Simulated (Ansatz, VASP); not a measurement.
**Two plane-wave programs on SiC**

```
Si C
1.0
     3.10611    0.00000    0.00000
    -1.55305    2.68997    0.00000
     0.00000    0.00000    5.04004
Si C
2 2
Direct
  0.33333 0.66667 0.99906
  0.66667 0.33333 0.49906
  0.33333 0.66667 0.37594
  0.66667 0.33333 0.87594
```

Change from the starting cell: epitaxial_xy strain +1.0%.

Alike in both runs: task single point; functional PBE; k mesh 12 × 12 × 6; occupations fermi-dirac, width 0.02 eV; no spin polarisation.

|  | VASP | Ansatz |
| --- | --- | --- |
| version | VASP 6.6.1 | Ansatz 0.2.0 |
| potentials or method | VASP PAW PBE potentials, release 64 (Si, C) | plane waves, PAW |
| plane-wave cutoff (eV) | 520 | 420 |
| valence electrons in the cell | 16 | 16 |

```tsv
	VASP	Ansatz	Ansatz less VASP
gap on the k mesh at the Fermi level (eV)	2.39	2.39	+0.003
pressure (GPa)	-0.6	-0.5	+0.04
traceless stress, the component that is largest in VASP (GPa)	3.72	3.69	-0.026
rms of the force components (eV/Å)	0.007	0.007	+0.0002
```

Atom by atom the forces differ by 0.000 eV/Å (rms over components).
